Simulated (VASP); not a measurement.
Set up this calculation in VASP 6.6.1, as the native input.

```yaml
Task: single point
Functional: PBE
Potentials_or_basis: VASP PAW PBE potentials, release 64 (Al, Ga_d, P)
Cutoff: 520 eV
k_mesh: 6 × 6 × 1
Occupations: gaussian, width 0.1 eV
Spin: no spin polarisation
Dipole_correction: no
Further_INCAR_settings: ALGO = Normal; EDIFF = 1e-07; NBANDS = 46
```

The structure of Al2GaP3 lies in POSCAR:

```
Al2GaP3
1.0
    3.8961593102      0.0000926697      0.0001378344
   -1.9480025319      3.3723076399      0.0004909996
    0.0008221539      0.0032043936     19.0697982291
Al Ga P
4 2 6
Direct
    0.3337953992      0.6679197282      0.1666298306
    0.3330210244      0.6654244911      0.6665721444
    0.6664099012      0.3331056462      0.3332449465
    0.6671367320      0.3340603228      0.8331915138
    0.0000320324      1.0009112898      0.0000602658
   -0.0003697390      0.9987340661      0.5000335367
    0.0004721482      0.0012232228      0.1253385287
    0.9996289662     -0.0013600236      0.6252775574
    0.6663119996      0.3321342176      0.4580720350
    0.6666741185      0.3340962872      0.9580599718
    0.3331115152      0.6665032852      0.2918000368
    0.3337759021      0.6672474666      0.7917196326
```

These files were run (other wordings do the same):

INCAR

```
ALGO = Normal
EDIFF = 1E-7
ENCUT = 520
GGA = PE
ISIF = 2
ISMEAR = 0
LASPH = True
LCHARG = False
LREAL = False
LWAVE = False
NBANDS = 46
NELM = 80
PREC = Accurate
SIGMA = 0.1
```

KPOINTS

```
k-points
0
Gamma
  6 6 1
```

Potentials or basis: VASP PAW PBE potentials, release 64 (Al, Ga_d, P).

Launch:

```sh
$ cat potpaw_PBE.64/Al/POTCAR potpaw_PBE.64/Ga_d/POTCAR potpaw_PBE.64/P/POTCAR > POTCAR
$ mpirun -np 1 vasp_std > vasp.out
```

It gave:

- Pressure: 0.0 GPa
- Largest force: 0.010 eV/Å
- Band gap on the k mesh: 1.60 eV

It took 3.4 min on 1 thread of Intel(R) Xeon(R) 6975P-C (Granite Rapids), with other jobs on the host, peak memory 0.46 GiB.
